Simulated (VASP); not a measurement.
BN: single point with LDA

Crystal: BN.

```
B N
1.0
     0.00000    1.79000    1.79000
     1.79000    0.00000    1.79000
     1.79000    1.79000    0.00000
B N
1 1
Direct
  0.00000 0.00000 0.00000
  0.75000 0.75000 0.75000
```

* Program: VASP 6.6.1
* Task: single point
* Functional: LDA
* Potentials or basis: VASP PAW LDA potentials, release 64 (B, N)
* Cutoff: 600 eV
* k mesh: 12 × 12 × 12
* Occupations: gaussian, width 0.02 eV
* Spin: no spin polarisation

- Pressure: 1.0 GPa
- Band gap on the k mesh: 4.38 eV, indirect (least direct gap 8.82 eV)

Levels at points of the mesh, in eV from the valence-band top:
| k point | band 1 | band 2 | band 3 | band 4 | band 5 | band 6 | band 7 | band 8 | band 9 |
| --- | --- | --- | --- | --- | --- | --- | --- | --- | --- |
| (0.00, 0.00, 0.00) | -20.40 | 0.00 | 0.00 | 0.00 | 8.82 | 8.82 | 8.82 | 10.92 | 25.05 |
| (0.50, 0.00, 0.00) | -15.98 | -10.98 | -2.00 | -2.00 | 10.59 | 10.73 | 10.73 | 15.31 | 23.51 |
| (0.50, 0.50, 0.00) | -14.56 | -9.08 | -5.07 | -5.07 | 4.38 | 9.31 | 18.15 | 18.15 | 21.01 |

Run time: 5.1 s on 1 thread of Intel(R) Xeon(R) 6975P-C (Granite Rapids) (shared host), peak memory 0.12 GiB.

A k mesh can miss the band edges. Expect the measured gap to be larger: semilocal functionals such as LDA lack the derivative discontinuity.
